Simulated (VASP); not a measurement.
# TaSi2 (I4/mmm) in VASP: further runs

Runs on TaSi2. Level: PBE. Tasks: single point, relaxation of cell and atoms.

Everything below comes from runs of VASP 6.6.1. Logs are shortened: lines on timing, memory, paths and dates and some standing lists are left out, and cuts for length are marked.

## 1. The cell of the first run

Symmetry: I4/mmm, No. 139, tetragonal system. The conventional cell has a = 3.286 Å, b = 3.286 Å, c = 8.200 Å, α = 90.00°, β = 90.00°, γ = 90.00°. Within 3.6 Å of Ta (site symmetry 4/mmm) lie 10 Si at 2.70 to 2.72 Å and 4 Ta at 3.29 Å. Si (site symmetry 4mm) has 9 Si at 2.68 to 3.29 Å and 5 Ta at 2.70 to 2.72 Å within 3.5 Å.

The cell was built from a structure type or drawn by symmetry, and may not be a known phase.

## 2. Single point, PBE

File INCAR:

```
PREC = Accurate
ENCUT = 500
EDIFF = 1E-6
ISMEAR = 0
SIGMA = 0.2
LREAL = F
LASPH = T
NELM = 120
ALGO = Normal
ISIF = 2
LWAVE = F
LCHARG = F
GGA = PE
NBANDS = 16
GGA_COMPAT = F
```

File KPOINTS:

```
Automatic mesh
0
Gamma
  6 6 6
```

File POSCAR:

```
TaSi2
1.0
   -1.6429980854      1.6429980854      4.0997999783
    1.6429980854     -1.6429980854      4.0997999783
    1.6429980854      1.6429980854     -4.0997999783
Ta Si
1 2
Direct
    0.5000000000      0.5000000000      0.0000000000
    0.8317724345      0.8317724345      0.0000000000
    0.1682275655      0.1682275655      0.0000000000
```

Potentials or basis: VASP PAW PBE potentials, release 64 (Ta_pv, Si).

The run is started by

```bash
$ cat potpaw_PBE.64/Ta_pv/POTCAR potpaw_PBE.64/Si/POTCAR > POTCAR
$ mpirun -np 1 vasp_std > vasp.out
```

OUTCAR:

```text
PREC = Accurate
   ENCUT = 500
   EDIFF = 1E-6
   ISMEAR = 0
   LREAL = F
   LASPH = T
   NELM = 120
   ISIF = 2
   GGA = PE

 ion  position               nearest neighbor table
   1  0.500  0.500  0.000-   3 2.70   3 2.70   2 2.70   3 2.70   2 2.70   2 2.70   3 2.70   2 2.70
                             2 2.72   3 2.72
   2  0.832  0.832  0.000-   3 2.68   3 2.68   3 2.68   3 2.68   1 2.70   1 2.70   1 2.70   1 2.70
                             1 2.72   3 2.76
   3  0.168  0.168  0.000-   2 2.68   2 2.68   2 2.68   2 2.68   1 2.70   1 2.70   1 2.70   1 2.70
                             1 2.72   2 2.76

  LATTYP: Found a body centered tetragonal cell.
 ALAT       =     3.2859961708
 C/A-ratio  =     2.4953163456

  Lattice vectors:

 A1 = (  -1.6429980854,   1.6429980854,   4.0997999783)
 A2 = (   1.6429980854,  -1.6429980854,   4.0997999783)
 A3 = (   1.6429980854,   1.6429980854,  -4.0997999783)

Analysis of symmetry for initial positions (statically):
=====================================================================
 Subroutine PRICEL returns:
 Original cell was already a primitive cell.

 Routine SETGRP: Setting up the symmetry group for a
 body centered tetragonal supercell.

 Subroutine GETGRP returns: Found 16 space group operations
 (whereof 16 operations were pure point group operations)
 out of a pool of 16 trial point group operations.

The static configuration has the point symmetry D_4h.

Analysis of symmetry for dynamics (positions and initial velocities):
=====================================================================
 Subroutine PRICEL returns:
 Original cell was already a primitive cell.

 Routine SETGRP: Setting up the symmetry group for a
 body centered tetragonal supercell.

 Subroutine GETGRP returns: Found 16 space group operations
 (whereof 16 operations were pure point group operations)
 out of a pool of 16 trial point group operations.

The dynamic configuration has the point symmetry D_4h.

 Subroutine INISYM returns: Found 16 space group operations
 (whereof 16 operations are pure point group operations),
 and found     1 'primitive' translations

----------------------------------------------------------------------------------------

                                     Primitive cell

  volume of cell :      44.2687

  direct lattice vectors                    reciprocal lattice vectors
    -1.642998085  1.642998085  4.099799978     0.000000000  0.304321718  0.121957169
     1.642998085 -1.642998085  4.099799978     0.304321718  0.000000000  0.121957169
     1.642998085  1.642998085 -4.099799978     0.304321718  0.304321718  0.000000000

  length of vectors
     4.712456395  4.712456395  4.712456395     0.327849446  0.327849446  0.430375901

  position of ions in fractional coordinates (direct lattice)
     0.500000000  0.500000000  0.000000000
     0.831772435  0.831772435  0.000000000
     0.168227565  0.168227565  0.000000000

  ion indices of the primitive-cell ions
   primitive index   ion index
                 1           1
                 2           2
                 3           3

----------------------------------------------------------------------------------------

 KPOINTS: Automatic mesh

Automatic generation of k-mesh.
 Grid dimensions read from file:
 generate k-points for:    6    6    6

 Generating k-lattice:

  Cartesian coordinates                     Fractional coordinates (reciprocal lattice)
     0.000000000  0.050720286  0.020326195     0.166666667  0.000000000  0.000000000
     0.050720286  0.000000000  0.020326195     0.000000000  0.166666667  0.000000000
     0.050720286  0.050720286  0.000000000     0.000000000  0.000000000  0.166666667

  Length of vectors
     0.054641574  0.054641574  0.071729317

  Shift w.r.t. Gamma in fractional coordinates (k-lattice)
     0.000000000  0.000000000  0.000000000

 Subroutine IBZKPT returns following result:
 ===========================================

 Found     30 irreducible k-points:

 Following reciprocal coordinates:
            Coordinates               Weight
  0.000000  0.000000  0.000000      1.000000
  0.166667 -0.000000  0.000000      8.000000
  0.333333  0.000000 -0.000000      8.000000
  0.500000  0.000000 -0.000000      4.000000
  0.166667  0.166667  0.000000      8.000000
  0.333333  0.166667 -0.000000     16.000000
[... 16 lines left out ...]
 -0.333333 -0.333333  0.166667      8.000000
 -0.166667 -0.333333  0.166667      8.000000
 [... further k-points ...]
   k-points           NKPTS =     30   k-points in BZ     NKDIM =     30   number of bands    NBANDS=     16
   number of dos      NEDOS =    301   number of ions     NIONS =      3
   total plane-waves  NPLWV =  46656
   dimension x,y,z NGX =    36 NGY =   36 NGZ =   36
   dimension x,y,z NGXF=    72 NGYF=   72 NGZF=   72
   ions per type =               1   2
   NGX,Y,Z   is equivalent  to a cutoff of  12.70, 12.70, 12.70 a.u.
   NGXF,Y,Z  is equivalent  to a cutoff of  25.40, 25.40, 25.40 a.u.
 SYSTEM =  unknown system
   PREC   = accura    normal or accurate (medium, high low for compatibility)
   ISTART =      0    job   : 0-new  1-cont  2-samecut
   ICHARG =      2    charge: 1-file 2-atom 10-const
   ISPIN  =      1    spin polarized calculation?
   LNONCOLLINEAR =      F non collinear calculations
   LSORBIT =      F    spin-orbit coupling
   LASPH  =      T    aspherical Exc in radial PAW
   ENCUT  =  500.0 eV  36.75 Ry    6.06 a.u.   8.59  8.59  8.59*2*pi/ulx,y,z
   NELM   =    120;   NELMIN=  2; NELMDL= -5     # of ELM steps
   EDIFF  = 0.1E-05   stopping-criterion for ELM
   LREAL  =      F    real-space projection
   EDIFFG = 0.1E-04   stopping-criterion for IOM
   NSW    =      0    number of steps for IOM
   IBRION =     -1    ionic relax: 0-MD 1-quasi-New 2-CG
   NFREE  =      0    steps in history (QN), initial steepest desc. (CG)
   ISIF   =      2    stress and relaxation
   ISYM   =      2    0-nonsym 1-usesym 2-fastsym
   POTIM  = 0.5000    time-step for ionic-motion
   TEBEG  =    0.0;   TEEND  =   0.0 temperature during run
   PSTRESS=    0.0 pullay stress
   NELECT =      19.0000    total number of electrons
   NUPDOWN=      -1.0000    fix difference up-down
   EMIN   =  10.00;   EMAX   =-10.00  energy-range for DOS
   EFERMI =   0.00;   METHOD = LEGACY
   ISMEAR =     0;   SIGMA  =   0.20  broadening in eV -4-tet -1-fermi 0-gaus
   EFERMI_NEDOS =   21; number of points for ismear=-14 and -15
   IALGO  =     38    algorithm
   IMIX   =      4    mixing-type and parameters
     AMIX     =   0.40;   BMIX     =  1.00
     AMIX_MAG =   1.60;   BMIX_MAG =  1.00
  volume/ion in A,a.u.               =      14.76        99.58
  Fermi-wavevector in a.u.,A,eV,Ry     =   1.234887  2.333597 20.748138  1.524945
  Thomas-Fermi vector in A             =   2.369559
   LORBIT       =      0    0 simple, 1 ext, 2 COOP (PROOUT), +10 PAW based schemes
   GGA     = PE    functional components
   LHFCALC =     F    Hartree Fock is set to
   AEXX    =    0.0000 exact exchange contribution
   IVDW    =     0    specifies the selected vdW correction
   LEPSILON=     F    determine dielectric tensor
   LRPA    =     F    only Hartree local field effects (RPA)
 non-spin polarized calculation
 Gauss-broadening in eV      SIGMA  =   0.20
  energy-cutoff  :      500.00
  volume of cell :       44.27
 maximum number of plane-waves:      1144
 NGX is ok and might be reduce to    36
   NGX = 17   NGY = 17   NGZ = 17

 number of electron      18.9999999 magnetization

 Free energy of the ion-electron system (eV)
  ---------------------------------------------------
  ext. energy  EPLUGINS =         0.00000000
  ---------------------------------------------------
  free energy    TOTEN  =       -23.87296592 eV

  energy without entropy =      -23.85610122  energy(sigma->0) =      -23.86453357

 E-fermi :   8.4230     XC(G=0): -11.9974

 val. band max:        8.3015088881   @ k =   0.5000   0.1667  -0.0000
 cond. band min:       8.4338365031   @ k =   0.1667   0.1667   0.0000
 fundamental gap:      0.1323276150
 Fermi energy:         8.4230012488

 k-point     1 :       0.0000    0.0000    0.0000
  band No.  band energies     occupation
      1     -25.2964      2.00000
      2     -25.1400      2.00000
      3     -25.1400      2.00000
      4      -4.0463      2.00000
      5       3.1343      2.00000
      6       5.2406      2.00000
[... 8 lines left out ...]
     15      14.2804      0.00000
     16      15.1169      0.00000

 k-point     2 :       0.1667   -0.0000    0.0000
  band No.  band energies     occupation
      1     -25.2915      2.00000
      2     -25.2009      2.00000
      3     -25.1344      2.00000
      4      -3.5520      2.00000
      5       2.9826      2.00000
      6       4.7677      2.00000
[... 8 lines left out ...]
     15      14.4138      0.00000
     16      15.4518      0.00000

 k-point     3 :       0.3333    0.0000   -0.0000
  band No.  band energies     occupation
      1     -25.3207      2.00000
      2     -25.2813      2.00000
      3     -25.1232      2.00000
      4      -2.1673      2.00000
      5       1.8649      2.00000
      6       4.1983      2.00000
[... 8 lines left out ...]
     15      14.9480      0.00000
     16      16.2926      0.00000

 k-point     4 :       0.5000    0.0000   -0.0000
  band No.  band energies     occupation
      1     -25.3793      2.00000
      2     -25.2764      2.00000
      3     -25.1176      2.00000
      4      -0.2697      2.00000
      5      -0.0789      2.00000
      6       4.1334      2.00000
[... 8 lines left out ...]
     15      14.4237      0.00000
     16      15.2319      0.00000

 k-point     5 :       0.1667    0.1667    0.0000
  band No.  band energies     occupation
      1     -25.2879      2.00000
      2     -25.1974      2.00000
      3     -25.1916      2.00000
      4      -2.9497      2.00000
      5       2.3883      2.00000
      6       5.3784      2.00000
[... 8 lines left out ...]
     15      14.5270      0.00000
     16      15.5927      0.00000

 k-point     6 :       0.3333    0.1667   -0.0000
  band No.  band energies     occupation
      1     -25.3128      2.00000
      2     -25.2769      2.00000
      3     -25.1816      2.00000
      4      -1.5460      2.00000
      5       1.6970      2.00000
      6       3.8641      2.00000
[... 8 lines left out ...]
     15      14.8280      0.00000
     16      16.2917      0.00000
[... 267 lines left out ...]
 k-point    21 :      -0.3333    0.5000    0.1667
  band No.  band energies     occupation
      1     -25.3128      2.00000
      2     -25.2805      2.00000
      3     -25.1818      2.00000
      4      -0.8607      2.00000
      5       0.9702      2.00000
      6       2.9987      2.00000
[... 8 lines left out ...]
     15      15.7177      0.00000
     16      16.9615      0.00000

 k-point    22 :      -0.1667    0.5000    0.1667
  band No.  band energies     occupation
      1     -25.3209      2.00000
      2     -25.2857      2.00000
      3     -25.1235      2.00000
      4      -1.5308      2.00000
      5       1.1879      2.00000
      6       2.9338      2.00000
[... 8 lines left out ...]
     15      14.8644      0.00000
     16      15.1944      0.00000

 k-point    23 :      -0.3333   -0.3333    0.1667
  band No.  band energies     occupation
      1     -25.2946      2.00000
      2     -25.1975      2.00000
      3     -25.1924      2.00000
      4      -2.2262      2.00000
      5       0.8795      2.00000
      6       5.3833      2.00000
[... 8 lines left out ...]
     15      15.4215      0.00000
     16      16.1048      0.00000

 k-point    24 :      -0.1667   -0.3333    0.1667
  band No.  band energies     occupation
      1     -25.2982      2.00000
      2     -25.2012      2.00000
      3     -25.1349      2.00000
      4      -3.0177      2.00000
      5       1.3520      2.00000
      6       5.3068      2.00000
[... 8 lines left out ...]
     15      15.9871      0.00000
     16      16.1846      0.00000

 [... further k-points ...]

------------------------ aborting loop because EDIFF is reached ----------------------------------------

  FORCE on cell =-STRESS in cart. coord.  units (eV):
  Direction    XX          YY          ZZ          XY          YZ          ZX
  --------------------------------------------------------------------------------------
  -------------------------------------------------------------------------------------
  Total        0.0315130      0.0315130      0.1162417      0.0000000     -0.0000000     -0.0000000
  in kB        1.1405204      1.1405204      4.2070302      0.0000000     -0.0000000     -0.0000000
  external PRESSURE =       2.1626903 kB  Pullay stress =       0.0000000 kB

 VOLUME and BASIS-vectors are now :
 -----------------------------------------------------------------------------
  energy-cutoff  :      500.00
  volume of cell :       44.27
      direct lattice vectors                 reciprocal lattice vectors
    -1.642998085  1.642998085  4.099799978     0.000000000  0.304321718  0.121957169
     1.642998085 -1.642998085  4.099799978     0.304321718  0.000000000  0.121957169
     1.642998085  1.642998085 -4.099799978     0.304321718  0.304321718  0.000000000

 POSITION                                       TOTAL-FORCE (eV/Angst)
 -----------------------------------------------------------------------------------
      0.00000      0.00000      4.09980         0.000000      0.000000     -0.000000
      0.00000      0.00000      6.82020         0.000000      0.000000     -0.004816
      0.00000      0.00000      1.37940        -0.000000     -0.000000      0.004816
 -----------------------------------------------------------------------------------
    total drift:                               -0.000000      0.000000      0.000000

  FREE ENERGIE OF THE ION-ELECTRON SYSTEM (eV)
  ---------------------------------------------------
  free  energy   TOTEN  =       -23.8729659190 eV

  energy  without entropy=      -23.8561012169  energy(sigma->0) =      -23.86453357
```

Wall time 21 s (1 thread of AMD EPYC 9R45 (Zen 5), shared host); peak memory 0.18 GiB.

What came out:

```yaml
Free_energy: -23.8730 eV
Pressure: 0.2 GPa
Largest_force: 0.005 eV/Å
Band_gap_on_the_k_mesh: zero (an odd number of electrons rules out a gap without spin polarisation)
```

Forces in eV/Å, atoms in the order of the input:
```
Ta   0.000  0.000  0.000
Si   0.000  0.000 -0.005
Si   0.000  0.000  0.005
```

Stress tensor (GPa, compression positive):
```
0.11 0.00 0.00
0.00 0.11 0.00
0.00 0.00 0.42
```

Caveat: spin-orbit coupling is left out, which moves the levels of the heavy elements.

(Continued in part 2 of 2.)
